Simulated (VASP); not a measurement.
# BaTiO3 in VASP: single point with RPBE

Aim: the single point of BaTiO3 with RPBE.

Program: VASP 6.6.1. These are calculated values, not measurements. Logs are shortened: lines on timing, memory, paths and dates and some standing lists are left out, and cuts for length are marked.

### Step 1. The cell of the first run

The typed cell holds 10 atoms: a = 3.966 Å, b = 5.916 Å, c = 6.011 Å, α = 90.00°, β = 90.00°, γ = 90.00°.

### Step 2. Single point, RPBE

INCAR

```
SYSTEM = BaTiO3
ALGO     = Normal         ! electronic algorithm
EDIFF    = 1E-6           ! SCF threshold, eV
ENCUT    = 520            ! plane-wave cutoff, eV
GGA      = RP             ! functional
ISIF     = 2              ! what is computed and relaxed
ISMEAR   = -1             ! smearing method
LASPH    = .True.         ! aspherical terms in the spheres
LCHARG   = .False.        ! write CHGCAR
LREAL    = .False.        ! projectors in reciprocal space
LWAVE    = .False.        ! write WAVECAR
NBANDS   = 51             ! bands
NELM     = 80             ! most SCF steps
PREC     = Accurate       ! precision mode
SIGMA    = 0.05           ! smearing width, eV
```

KPOINTS

```
k-points
0
Gamma
  7 5 5
  0 0 0
```

POSCAR

```
BaTiO3
1.0
   -2.8043602507     -1.6190974771     -2.2901790106
    2.9579811820     -5.1236024032      0.0001625020
   -3.0057230333     -1.7355850372      4.9080747727
Ba Ti O
2 2 6
Direct
    0.0042345089      1.0000086502      1.0142152073
    1.0042347786      0.5000106490      0.5142152846
    0.5041951329      1.0000087062      0.5316136798
    0.5041908250      0.5000075652      0.0316136164
    0.5042820029      0.2369232774      0.7271757142
    0.5042821047      0.7369224882      0.2271753169
    0.5042825232      0.7630607222      0.7271807112
    0.5042823884      0.2630611286      0.2271825811
    1.0043064622     -0.0000014369      0.4785142113
    0.0043092731      0.4999982497     -0.0214863228
```

Potentials or basis: VASP PAW PBE potentials, release 64 (Ba_sv, Ti_sv, O).

Run with:

```
cat potpaw_PBE.64/Ba_sv/POTCAR potpaw_PBE.64/Ti_sv/POTCAR potpaw_PBE.64/O/POTCAR > POTCAR
mpirun -np 1 vasp_std > vasp.out
```

OUTCAR:

```text
SYSTEM = BaTiO3
   EDIFF = 1E-6
   ENCUT = 520
   GGA = RP
   ISIF = 2
   ISMEAR = -1
   LASPH = .True.
   LREAL = .False.
   NELM = 80
   PREC = Accurate

 ion  position               nearest neighbor table
   1  0.004  0.000  0.014-   9 2.79   6 2.83   8 2.83   6 2.83   8 2.83  10 2.97  10 2.97   5 2.98
                             7 2.98   5 2.98   7 2.98   9 3.22   3 3.51   3 3.51   4 3.56   4 3.56
   2  0.004  0.500  0.514-  10 2.79   7 2.83   5 2.83   7 2.83   5 2.83   9 2.97   9 2.97   6 2.98
                             8 2.98   6 2.98   8 2.98  10 3.22   4 3.51   4 3.51   3 3.56   3 3.56
   3  0.504  0.000  0.532-   5 1.83   7 1.83   9 2.01   9 2.01   8 2.40   6 2.40   1 3.51   1 3.51
                             2 3.56   2 3.56   2 3.56   2 3.56   1 3.69   1 3.69
   4  0.504  0.500  0.032-   6 1.83   8 1.83  10 2.01  10 2.01   7 2.40   5 2.40   2 3.51   2 3.51
                             1 3.56   1 3.56   1 3.56   1 3.56   2 3.69   2 3.69
   5  0.504  0.237  0.727-   3 1.83   4 2.40   2 2.83   2 2.83   1 2.98   1 2.98
   6  0.504  0.737  0.227-   4 1.83   3 2.40   1 2.83   1 2.83   2 2.98   2 2.98
   7  0.504  0.763  0.727-   3 1.83   4 2.40   2 2.83   2 2.83   1 2.98   1 2.98
   8  0.504  0.263  0.227-   4 1.83   3 2.40   1 2.83   1 2.83   2 2.98   2 2.98
   9  0.004  1.000  0.479-   3 2.01   3 2.01   1 2.79   2 2.97   2 2.97   1 3.22
  10  0.004  0.500  0.979-   4 2.01   4 2.01   2 2.79   1 2.97   1 2.97   2 3.22

  LATTYP: Found a triclinic cell.
 ALAT       =     6.0113080397
 B/A-ratio  =     1.4030192374
 C/A-ratio  =     0.6597917433
 COS(alpha) =     0.0000344681
 COS(beta)  =     0.0000485809
 COS(gamma) =     0.7127017952

  Lattice vectors:

 A1 = (   3.0057230333,   1.7355850372,  -4.9080747727)
 A2 = (   5.9637042153,  -3.3880173660,  -4.9079122707)
 A3 = (  -2.8043602507,  -1.6190974771,  -2.2901790106)

Analysis of symmetry for initial positions (statically):
=====================================================================
 Subroutine PRICEL returns following result:

  LATTYP: Found a triclinic cell.
 ALAT       =     5.7892201304
 B/A-ratio  =     0.6851028846
 C/A-ratio  =     0.7284712453
 COS(alpha) =     0.0000345279
 COS(beta)  =     0.0116415250
 COS(gamma) =     0.6851281767

  Lattice vectors:

 A1 = (   0.1774967807,  -3.3131169720,  -4.7441353839)
 A2 = (  -2.8043602507,  -1.6190974771,  -2.2901790106)
 A3 = (   0.0238660019,   3.4296045321,  -2.4541183994)

   2 primitive cells build up your supercell.

 Routine SETGRP: Setting up the symmetry group for a
 triclinic supercell.

 Subroutine GETGRP returns: Found  1 space group operations
 (whereof  1 operations were pure point group operations)
 out of a pool of  2 trial point group operations.

The static configuration has the point symmetry C_1 .

Analysis of symmetry for dynamics (positions and initial velocities):
=====================================================================
 Subroutine PRICEL returns following result:

  LATTYP: Found a triclinic cell.
 ALAT       =     5.7892201304
 B/A-ratio  =     0.6851028846
 C/A-ratio  =     0.7284712453
 COS(alpha) =     0.0000345279
 COS(beta)  =     0.0116415250
 COS(gamma) =     0.6851281767

  Lattice vectors:

 A1 = (   0.1774967807,  -3.3131169720,  -4.7441353839)
 A2 = (  -2.8043602507,  -1.6190974771,  -2.2901790106)
 A3 = (   0.0238660019,   3.4296045321,  -2.4541183994)

   2 primitive cells build up your supercell.

 Routine SETGRP: Setting up the symmetry group for a
 triclinic supercell.

 Subroutine GETGRP returns: Found  1 space group operations
 (whereof  1 operations were pure point group operations)
 out of a pool of  2 trial point group operations.

The dynamic configuration has the point symmetry C_1 .

 Subroutine INISYM returns: Found  1 space group operations
 (whereof  1 operations are pure point group operations),
 and found     2 'primitive' translations

----------------------------------------------------------------------------------------

                                     Primitive cell

  volume of cell :      70.5272

  direct lattice vectors                    reciprocal lattice vectors
     0.177496781 -3.313116972 -4.744135384     0.167706480 -0.098357675 -0.135822886
    -2.804360251 -1.619097477 -2.290179011    -0.345984190 -0.004570927 -0.009752476
     0.023866002  3.429604532 -2.454118399    -0.001326959  0.194403972 -0.135813711

  length of vectors
     5.789220130  3.966211411  4.217280397     0.237165663  0.346151793  0.237149803

  position of ions in fractional coordinates (direct lattice)
     0.985793443  0.018441066  0.985776143
     0.468395026  0.035800107  0.468377614
     0.509744339  0.994537368  0.035905255
     0.035877537  0.468404710  0.509757383
     0.521480509  0.482825414  0.521491378

  ion indices of the primitive-cell ions
   primitive index   ion index
                 1           1
                 2           3
                 3           6
                 4           8
                 5           9

----------------------------------------------------------------------------------------

 KPOINTS: k-points

Automatic generation of k-mesh.
 Grid dimensions read from file:
 generate k-points for:    7    5    5

 Generating k-lattice:

  Cartesian coordinates                     Fractional coordinates (reciprocal lattice)
    -0.025468238 -0.014704097 -0.020796480     0.142857143  0.000000000 -0.000000000
     0.016903411 -0.029276282 -0.000000918    -0.000000000  0.200000000 -0.000000000
    -0.016637949 -0.009604634  0.027163660     0.000000000  0.000000000  0.200000000

  Length of vectors
     0.036018540  0.033805709  0.033270629

  Shift w.r.t. Gamma in fractional coordinates (k-lattice)
     0.000000000  0.000000000  0.000000000

 Subroutine IBZKPT returns following result:
 ===========================================

 Found     88 irreducible k-points:

 Following reciprocal coordinates:
            Coordinates               Weight
  0.000000  0.000000  0.000000      1.000000
  0.142857  0.000000 -0.000000      2.000000
  0.285714  0.000000  0.000000      2.000000
  0.428571 -0.000000 -0.000000      2.000000
 -0.000000  0.200000 -0.000000      2.000000
  0.142857  0.200000  0.000000      2.000000
[... 16 lines left out ...]
 -0.428571 -0.000000  0.200000      2.000000
 -0.285714  0.000000  0.200000      2.000000
 [... further k-points ...]
   k-points           NKPTS =     88   k-points in BZ     NKDIM =     88   number of bands    NBANDS=     51
   number of dos      NEDOS =    301   number of ions     NIONS =     10
   total plane-waves  NPLWV =  69120
   dimension x,y,z NGX =    30 NGY =   48 NGZ =   48
   dimension x,y,z NGXF=    60 NGYF=   96 NGZF=   96
   ions per type =               2   2   6
   NGX,Y,Z   is equivalent  to a cutoff of  12.57, 13.49, 13.27 a.u.
   NGXF,Y,Z  is equivalent  to a cutoff of  25.15, 26.98, 26.55 a.u.
 SYSTEM =  BaTiO3
   PREC   = accura    normal or accurate (medium, high low for compatibility)
   ISTART =      0    job   : 0-new  1-cont  2-samecut
   ICHARG =      2    charge: 1-file 2-atom 10-const
   ISPIN  =      1    spin polarized calculation?
   LNONCOLLINEAR =      F non collinear calculations
   LSORBIT =      F    spin-orbit coupling
   LASPH  =      T    aspherical Exc in radial PAW
   ENCUT  =  520.0 eV  38.22 Ry    6.18 a.u.   7.37 11.00 11.18*2*pi/ulx,y,z
   NELM   =     80;   NELMIN=  2; NELMDL= -5     # of ELM steps
   EDIFF  = 0.1E-05   stopping-criterion for ELM
   LREAL  =      F    real-space projection
   EDIFFG = 0.1E-04   stopping-criterion for IOM
   NSW    =      0    number of steps for IOM
   IBRION =     -1    ionic relax: 0-MD 1-quasi-New 2-CG
   NFREE  =      0    steps in history (QN), initial steepest desc. (CG)
   ISIF   =      2    stress and relaxation
   ISYM   =      2    0-nonsym 1-usesym 2-fastsym
   POTIM  = 0.5000    time-step for ionic-motion
   TEBEG  =    0.0;   TEEND  =   0.0 temperature during run
   PSTRESS=    0.0 pullay stress
   NELECT =      80.0000    total number of electrons
   NUPDOWN=      -1.0000    fix difference up-down
   EMIN   =  10.00;   EMAX   =-10.00  energy-range for DOS
   EFERMI =   0.00;   METHOD = LEGACY
   ISMEAR =    -1;   SIGMA  =   0.05  broadening in eV -4-tet -1-fermi 0-gaus
   EFERMI_NEDOS =   21; number of points for ismear=-14 and -15
   IALGO  =     38    algorithm
   IMIX   =      4    mixing-type and parameters
     AMIX     =   0.40;   BMIX     =  1.00
     AMIX_MAG =   1.60;   BMIX_MAG =  1.00
  volume/ion in A,a.u.               =      14.11        95.19
  Fermi-wavevector in a.u.,A,eV,Ry     =   1.355116  2.560798 24.984925  1.836340
  Thomas-Fermi vector in A             =   2.482231
   LORBIT       =      0    0 simple, 1 ext, 2 COOP (PROOUT), +10 PAW based schemes
   GGA     = RP    functional components
   LHFCALC =     F    Hartree Fock is set to
   AEXX    =    0.0000 exact exchange contribution
   IVDW    =     0    specifies the selected vdW correction
   LEPSILON=     F    determine dielectric tensor
   LRPA    =     F    only Hartree local field effects (RPA)
 non-spin polarized calculation
  energy-cutoff  :      520.00
  volume of cell :      141.05
 maximum number of plane-waves:      3839
 NGX is ok and might be reduce to    30
   NGX = 15   NGY = 23   NGZ = 23

 number of electron      79.9999991 magnetization

 Free energy of the ion-electron system (eV)
  ---------------------------------------------------
  ext. energy  EPLUGINS =         0.00000000
  ---------------------------------------------------
  free energy    TOTEN  =       -76.13892169 eV

  energy without entropy =      -76.13892169  energy(sigma->0) =      -76.13892169

 E-fermi :   4.5005     XC(G=0): -10.4810

 val. band max:        3.2337307152   @ k =   0.4286  -0.0000  -0.0000
 cond. band min:       5.9152907392   @ k =   0.0000   0.0000   0.0000
 fundamental gap:      2.6815600240
 Fermi energy:         4.5004795294

 k-point     1 :       0.0000    0.0000    0.0000
  band No.  band energies     occupation
      1     -53.1977      2.00000
      2     -53.1967      2.00000
      3     -29.4608      2.00000
      4     -29.4495      2.00000
      5     -29.4365      2.00000
      6     -29.4250      2.00000
[... 43 lines left out ...]
     50       8.3870      0.00000
     51       8.6563      0.00000
[... 1240 lines left out ...]
     50       9.6226      0.00000
     51       9.7011      0.00000

 [... further k-points ...]
[... 5 lines left out ...]
  --------------------------------------------------------------------------------------
  -------------------------------------------------------------------------------------
  Total        1.1055826      1.1175214      1.0887152     -0.0107853      0.0065734      0.0107034
  in kB       12.5578987     12.6935075     12.3663089     -0.1225064      0.0746645      0.1215754
  external PRESSURE =      12.5392384 kB  Pullay stress =       0.0000000 kB

 VOLUME and BASIS-vectors are now :
 -----------------------------------------------------------------------------
  energy-cutoff  :      520.00
  volume of cell :      141.05
      direct lattice vectors                 reciprocal lattice vectors
    -2.804360251 -1.619097477 -2.290179011    -0.178277665 -0.102928680 -0.145575362
     2.957981182 -5.123602403  0.000162502     0.084517057 -0.146381408 -0.000004588
    -3.005723033 -1.735585037  4.908074773    -0.083189747 -0.048023171  0.135818298

 POSITION                                       TOTAL-FORCE (eV/Angst)
 -----------------------------------------------------------------------------------
     -0.05458     -0.03157      0.06007         0.029359      0.017011     -0.047619
     -0.07844     -3.46118      2.51419         0.029359      0.017011     -0.047619
     -3.01180     -1.73905      1.45450         0.040782      0.023487     -0.067278
     -0.02994     -3.43304     -0.99944         0.040782      0.023487     -0.067278
     -2.89906     -3.29246      2.41418        -0.015218     -0.040168      0.047188
      0.08279     -4.98646     -0.03978        -0.015218     -0.040168      0.047188
     -1.34277     -5.98819      2.41428        -0.042386      0.006898      0.047193
     -1.31891     -2.55860     -0.03983        -0.042386      0.006898      0.047193
      1.50762     -5.96107      2.33888        -0.012538     -0.007228      0.020516
     -1.47424     -4.26706      4.79283        -0.012538     -0.007228      0.020516
 -----------------------------------------------------------------------------------
    total drift:                               -0.002049     -0.001192     -0.001766

  FREE ENERGIE OF THE ION-ELECTRON SYSTEM (eV)
  ---------------------------------------------------
  free  energy   TOTEN  =       -76.1389216949 eV

  energy  without entropy=      -76.1389216949  energy(sigma->0) =      -76.13892169
```

Run time: 32 min. Hardware: 1 thread of Intel Xeon 8259CL, shared host; peak memory 0.62 GiB.

Results:

| Quantity | Value |
| --- | --- |
| Free energy | -76.1389 eV |
| Pressure | 1.3 GPa |
| Largest force | 0.082 eV/Å |
| Band gap on the k mesh | 2.68 eV |

Forces in eV/Å, atoms in the order of the input:
```
Ba   0.029  0.017 -0.048
Ba   0.029  0.017 -0.048
Ti   0.041  0.023 -0.067
Ti   0.041  0.023 -0.067
O   -0.015 -0.040  0.047
O   -0.015 -0.040  0.047
O   -0.042  0.007  0.047
O   -0.042  0.007  0.047
O   -0.013 -0.007  0.021
O   -0.013 -0.007  0.021
```

Caveat: the PAW data sets were made with another functional, which shifts forces and pressure a little; spin-orbit coupling is left out, which moves the levels of the heavy elements. A k mesh can miss the band edges.
